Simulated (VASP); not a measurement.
# CdInS2 (P-3m1) in VASP: notebook, part 3 of 3

VASP 6.6.1. Earlier steps stand in the parts before.

## 5. Single point, PBE

This run uses another cell than the first one, of the same volume but with other edges.

INCAR

```
PREC = Accurate
ENCUT = 520
EDIFF = 1E-6
ISMEAR = 0
SIGMA = 0.15
LREAL = F
LASPH = T
NELM = 100
ALGO = Normal
ISIF = 2
LWAVE = F
LCHARG = F
GGA = PE
NBANDS = 26
```

KPOINTS

```
Automatic mesh
0
Gamma
  12 12 6
```

POSCAR

```
CdInS2
1.0
    4.0863836495      0.0000000000      0.0000000000
   -2.0431918247      3.5389120501      0.0000000000
    0.0000000000      0.0000000000      6.1115953862
Cd In S
1 1 2
Direct
    0.0000000000      0.0000000000      0.0000000000
    0.0000000000      0.0000000000      0.5000000000
    0.6666666667      0.3333333333      0.7456400186
    0.3333333333      0.6666666667      0.2543599814
```

Potentials or basis: VASP PAW PBE potentials, release 64 (Cd, In_d, S).

Run with:

```sh
$ cat potpaw_PBE.64/Cd/POTCAR potpaw_PBE.64/In_d/POTCAR potpaw_PBE.64/S/POTCAR > POTCAR
$ mpirun -np 1 vasp_std > vasp.out
```

OUTCAR:

```text
PREC = Accurate
   ENCUT = 520
   EDIFF = 1E-6
   ISMEAR = 0
   LREAL = F
   LASPH = T
   NELM = 100
   ISIF = 2
   GGA = PE

 ion  position               nearest neighbor table
   1  0.000  0.000  0.000-   3 2.83   4 2.83   4 2.83   3 2.83   3 2.83   4 2.83   2 3.06   2 3.06

   2  0.000  0.000  0.500-   3 2.80   4 2.80   4 2.80   3 2.80   3 2.80   4 2.80   1 3.06   1 3.06

   3  0.667  0.333  0.746-   2 2.80   2 2.80   2 2.80   1 2.83   1 2.83   1 2.83
   4  0.333  0.667  0.254-   2 2.80   2 2.80   2 2.80   1 2.83   1 2.83   1 2.83

  LATTYP: Found a hexagonal cell.
 ALAT       =     4.0863836495
 C/A-ratio  =     1.4956000000

  Lattice vectors:

 A1 = (   4.0863836495,   0.0000000000,   0.0000000000)
 A2 = (  -2.0431918247,   3.5389120501,   0.0000000000)
 A3 = (   0.0000000000,   0.0000000000,   6.1115953862)

Analysis of symmetry for initial positions (statically):
=====================================================================
 Subroutine PRICEL returns:
 Original cell was already a primitive cell.

 Routine SETGRP: Setting up the symmetry group for a
 hexagonal supercell.

 Subroutine GETGRP returns: Found 12 space group operations
 (whereof 12 operations were pure point group operations)
 out of a pool of 24 trial point group operations.

The static configuration has the point symmetry D_3d.

Analysis of symmetry for dynamics (positions and initial velocities):
=====================================================================
 Subroutine PRICEL returns:
 Original cell was already a primitive cell.

 Routine SETGRP: Setting up the symmetry group for a
 hexagonal supercell.

 Subroutine GETGRP returns: Found 12 space group operations
 (whereof 12 operations were pure point group operations)
 out of a pool of 24 trial point group operations.

The dynamic configuration has the point symmetry D_3d.

[... 119 lines left out ...]
   IALGO  =     38    algorithm
   IMIX   =      4    mixing-type and parameters
     AMIX     =   0.40;   BMIX     =  1.00
     AMIX_MAG =   1.60;   BMIX_MAG =  1.00
  volume/ion in A,a.u.               =      22.10       149.11
  Fermi-wavevector in a.u.,A,eV,Ry     =   1.224675  2.314300 20.406415  1.499829
  Thomas-Fermi vector in A             =   2.359741
   LORBIT       =      0    0 simple, 1 ext, 2 COOP (PROOUT), +10 PAW based schemes
   GGA     = PE    functional components
   LHFCALC =     F    Hartree Fock is set to
   AEXX    =    0.0000 exact exchange contribution
   IVDW    =     0    specifies the selected vdW correction
   LEPSILON=     F    determine dielectric tensor
   LRPA    =     F    only Hartree local field effects (RPA)
 non-spin polarized calculation
 Gauss-broadening in eV      SIGMA  =   0.15
  energy-cutoff  :      520.00
  volume of cell :       88.38
 maximum number of plane-waves:      2410
   NGX = 15   NGY = 15   NGZ = 23

 number of electron      37.0000005 magnetization

 Free energy of the ion-electron system (eV)
  ---------------------------------------------------
  ext. energy  EPLUGINS =         0.00000000
  ---------------------------------------------------
  free energy    TOTEN  =       -12.67929538 eV

  energy without entropy =      -12.65777816  energy(sigma->0) =      -12.66853677

 E-fermi :   5.4902     XC(G=0): -10.0332

 val. band max:        5.4762034154   @ k =  -0.0833   0.4167   0.3333
 cond. band min:       5.4921630810   @ k =   0.1667   0.0000   0.3333
 fundamental gap:      0.0159596656
 Fermi energy:         5.4902411537

 k-point     1 :       0.0000    0.0000    0.0000
  band No.  band energies     occupation
      1      -9.5428      2.00000
      2      -9.4820      2.00000
      3      -9.4820      2.00000
      4      -9.4067      2.00000
      5      -9.4067      2.00000
      6      -8.7431      2.00000
[... 685 lines left out ...]
     25      11.4124      0.00000
     26      11.6712      0.00000

 [... further k-points ...]

------------------------ aborting loop because EDIFF is reached ----------------------------------------

  FORCE on cell =-STRESS in cart. coord.  units (eV):
  Direction    XX          YY          ZZ          XY          YZ          ZX
  --------------------------------------------------------------------------------------
  -------------------------------------------------------------------------------------
  Total       -1.0033016     -1.0033016      5.1590200     -0.0000000      0.0000000      0.0000000
  in kB      -18.1877331    -18.1877331     93.5221086     -0.0000000      0.0000000      0.0000000
  external PRESSURE =      19.0488808 kB  Pullay stress =       0.0000000 kB

 VOLUME and BASIS-vectors are now :
 -----------------------------------------------------------------------------
  energy-cutoff  :      520.00
  volume of cell :       88.38
      direct lattice vectors                 reciprocal lattice vectors
     4.086383650  0.000000000  0.000000000     0.244715153  0.141286359  0.000000000
    -2.043191825  3.538912050  0.000000000     0.000000000  0.282572719  0.000000000
     0.000000000  0.000000000  6.111595386     0.000000000  0.000000000  0.163623397

 POSITION                                       TOTAL-FORCE (eV/Angst)
 -----------------------------------------------------------------------------------
      0.00000      0.00000      0.00000        -0.000000      0.000000      0.000000
      0.00000      0.00000      3.05580        -0.000000      0.000000      0.000000
      2.04319      1.17964      4.55705         0.000000     -0.000000      0.469974
     -0.00000      2.35927      1.55455        -0.000000      0.000000     -0.469974
 -----------------------------------------------------------------------------------
    total drift:                                0.000000     -0.000000      0.000000

  FREE ENERGIE OF THE ION-ELECTRON SYSTEM (eV)
  ---------------------------------------------------
  free  energy   TOTEN  =       -12.6792953790 eV

  energy  without entropy=      -12.6577781608  energy(sigma->0) =      -12.66853677
```

OSZICAR:

```text
N       E                     dE             d eps       ncg     rms          rms(c)
DAV:   1     0.319130776015E+03    0.31913E+03   -0.17613E+04  5212   0.154E+03
DAV:   2     0.170309536287E+02   -0.30210E+03   -0.29064E+03  5390   0.395E+02
DAV:   3    -0.125377919642E+02   -0.29569E+02   -0.29009E+02  6530   0.122E+02
DAV:   4    -0.135560294487E+02   -0.10182E+01   -0.10121E+01  6128   0.224E+01
DAV:   5    -0.135883182770E+02   -0.32289E-01   -0.32270E-01  7464   0.422E+00    0.997E+00
DAV:   6    -0.126894222280E+02    0.89890E+00   -0.17384E+00  8112   0.194E+01    0.760E+00
DAV:   7    -0.126818805546E+02    0.75417E-02   -0.52263E-01  5756   0.428E+00    0.313E+00
DAV:   8    -0.126794420424E+02    0.24385E-02   -0.43076E-02  6338   0.213E+00    0.604E-01
DAV:   9    -0.126791759654E+02    0.26608E-03   -0.67654E-03  6354   0.952E-01    0.191E-01
DAV:  10    -0.126792117072E+02   -0.35742E-04   -0.60408E-04  5790   0.205E-01    0.979E-02
DAV:  11    -0.126792802540E+02   -0.68547E-04   -0.11802E-04  6222   0.720E-02    0.672E-02
DAV:  12    -0.126792944515E+02   -0.14197E-04   -0.24114E-05  5844   0.436E-02    0.124E-02
DAV:  13    -0.126792953790E+02   -0.92747E-06   -0.26098E-06  5222   0.108E-02
   1 F= -.12679295E+02 E0= -.12668537E+02  d E =-.215172E-01
```

Wall time 2.5 min (1 thread of Intel Xeon 6975P-C (Granite Rapids), shared host); peak memory 0.36 GiB.

Results:

```yaml
Free_energy: -12.6793 eV
Pressure: 1.9 GPa
Largest_force: 0.470 eV/Å
Band_gap_on_the_k_mesh: zero (an odd number of electrons rules out a gap without spin polarisation)
```

Forces in eV/Å, atoms in the order of the input:
```
Cd   0.000  0.000  0.000
In   0.000  0.000  0.000
S    0.000  0.000  0.470
S    0.000  0.000 -0.470
```

Stress tensor (GPa, compression positive):
```
-1.82  0.00  0.00
 0.00 -1.82  0.00
 0.00  0.00  9.35
```

Levels at points of the mesh, in eV from the Fermi level:
```csv
k point,band 16,band 17,band 18,band 19,band 20,band 21,band 22,band 23
"(0.00, 0.00, 0.00)",-2.37,-2.25,-2.25,-2.02,0.50,3.74,3.74,4.32
"(0.50, 0.00, 0.00)",-4.11,-3.30,-2.04,0.04,1.25,1.46,3.58,5.35
"(0.00, 0.00, 0.50)",-2.55,-2.41,-2.41,-0.19,0.38,3.78,3.78,4.69
"(0.50, 0.00, 0.50)",-3.13,-3.03,-2.96,-0.41,0.40,3.99,4.07,5.28
```

Caveat: spin-orbit coupling is left out, which moves the levels of the heavy elements.

## 6. Single point, PBE

This run uses another cell than the first one, of the same volume but with other edges.

INCAR

```
  PREC = Accurate
  ENCUT = 520
  EDIFF = 1E-6
  ISMEAR = 0
  SIGMA = 0.15
  LREAL = F
  LASPH = T
  NELM = 100
  ALGO = Normal
  ISIF = 2
  LWAVE = F
  LCHARG = F
  GGA = PE
  NBANDS = 26
```

KPOINTS is that of step 5.

POSCAR

```
CdInS2
1.0
    3.9376172829      0.0000000000      0.0000000000
   -1.9688086414      3.4100765974      0.0000000000
    0.0000000000      0.0000000000      6.5821210500
Cd In S
1 1 2
Direct
    0.0000000000      0.0000000000      0.0000000000
    0.0000000000      0.0000000000      0.5000000000
    0.6666666667      0.3333333333      0.7700708788
    0.3333333333      0.6666666667      0.2299291212
```

Potentials or basis: VASP PAW PBE potentials, release 64 (Cd, In_d, S).

Run with:

```sh
$ cat potpaw_PBE.64/Cd/POTCAR potpaw_PBE.64/In_d/POTCAR potpaw_PBE.64/S/POTCAR > POTCAR
$ mpirun -np 1 vasp_std > vasp.out
```

OUTCAR:

```text
PREC = Accurate
   ENCUT = 520
   EDIFF = 1E-6
   ISMEAR = 0
   LREAL = F
   LASPH = T
   NELM = 100
   ISIF = 2
   GGA = PE

 ion  position               nearest neighbor table
   1  0.000  0.000  0.000-   3 2.73   4 2.73   4 2.73   3 2.73   3 2.73   4 2.73   2 3.29   2 3.29

   2  0.000  0.000  0.500-   3 2.89   4 2.89   4 2.89   3 2.89   3 2.89   4 2.89   1 3.29   1 3.29

   3  0.667  0.333  0.770-   1 2.73   1 2.73   1 2.73   2 2.89   2 2.89   2 2.89
[... 898 lines left out ...]
  FORCE on cell =-STRESS in cart. coord.  units (eV):
  Direction    XX          YY          ZZ          XY          YZ          ZX
  --------------------------------------------------------------------------------------
  -------------------------------------------------------------------------------------
  Total       -0.1142520     -0.1142520      1.9419035     -0.0000000     -0.0000000      0.0000000
  in kB       -2.0711469     -2.0711469     35.2025988     -0.0000000     -0.0000000      0.0000000
  external PRESSURE =      10.3534350 kB  Pullay stress =       0.0000000 kB

 VOLUME and BASIS-vectors are now :
 -----------------------------------------------------------------------------
  energy-cutoff  :      520.00
  volume of cell :       88.38
      direct lattice vectors                 reciprocal lattice vectors
     3.937617283  0.000000000  0.000000000     0.253960689  0.146624272  0.000000000
    -1.968808641  3.410076597  0.000000000     0.000000000  0.293248545  0.000000000
     0.000000000  0.000000000  6.582121050     0.000000000  0.000000000  0.151926711

 POSITION                                       TOTAL-FORCE (eV/Angst)
 -----------------------------------------------------------------------------------
      0.00000      0.00000      0.00000         0.000000      0.000000      0.000000
      0.00000      0.00000      3.29106         0.000000      0.000000      0.000000
      1.96881      1.13669      5.06870        -0.000000     -0.000000     -0.371793
     -0.00000      2.27338      1.51342         0.000000      0.000000      0.371793
 -----------------------------------------------------------------------------------
    total drift:                                0.000000     -0.000000      0.000000

  FREE ENERGIE OF THE ION-ELECTRON SYSTEM (eV)
  ---------------------------------------------------
  free  energy   TOTEN  =       -13.0239497597 eV

  energy  without entropy=      -13.0065484360  energy(sigma->0) =      -13.01524910
```

stdout:

```text
POSCAR found type information on POSCAR CdInS
 POSCAR found :  3 types and       4 ions
 scaLAPACK will be used
 LDA part: xc-table for (Slater+PW92), standard interpolation
 POSCAR, INCAR and KPOINTS ok, starting setup
 FFT: planning ... GRIDC
 FFT: planning ... GRID_SOFT
 FFT: planning ... GRID
 WAVECAR not read
 entering main loop
```

Wall time 2.6 min (1 thread of Intel Xeon 6975P-C (Granite Rapids), shared host); peak memory 0.36 GiB.

Results:

| Property | Result |
| --- | --- |
| Free energy | -13.0239 eV |
| Pressure | 1.0 GPa |
| Largest force | 0.372 eV/Å |
| Band gap on the k mesh | zero (an odd number of electrons rules out a gap without spin polarisation) |

Forces in eV/Å, atoms in the order of the input:
```
Cd   0.000  0.000  0.000
In   0.000  0.000  0.000
S    0.000  0.000 -0.372
S    0.000  0.000  0.372
```

Caveat: spin-orbit coupling is left out, which moves the levels of the heavy elements.

## 7. Summary

```tsv
cell	gap on the mesh (eV)	pressure (GPa)	largest force (eV/Å)
a = 3.808, b = 3.808, c = 7.036 Å, angles 90.0, 90.0, 120.0°, 4 atoms, atomic positions A	none	-0.1	0.44
a = 4.170, b = 4.170, c = 5.870 Å, angles 90.0, 90.0, 120.0°, 4 atoms, atomic positions B	none	3.5	0.83
a = 3.750, b = 3.750, c = 7.258 Å, angles 90.0, 90.0, 120.0°, 4 atoms, atomic positions C	none	2.6	1.34
a = 4.086, b = 4.086, c = 6.112 Å, angles 90.0, 90.0, 120.0°, 4 atoms, atomic positions D	none	1.9	0.47
a = 3.938, b = 3.938, c = 6.582 Å, angles 90.0, 90.0, 120.0°, 4 atoms, atomic positions E	none	1.0	0.37
```

Alike in all rows: task single point; level PBE; potentials or basis VASP PAW PBE potentials, release 64 (Cd, In_d, S); no spin polarisation; k mesh 12 × 12 × 6; cutoff (eV) 520; smearing gaussian 0.15 eV.

Caveats: spin-orbit coupling is left out, which moves the levels of the heavy elements; the cell stands under pressure (at least some runs); forces of over 1 eV/Å act on the atoms, so gaps and moduli don't describe the material at rest (at least some runs).

Absolute energies hang on the potentials; compare differences alone.
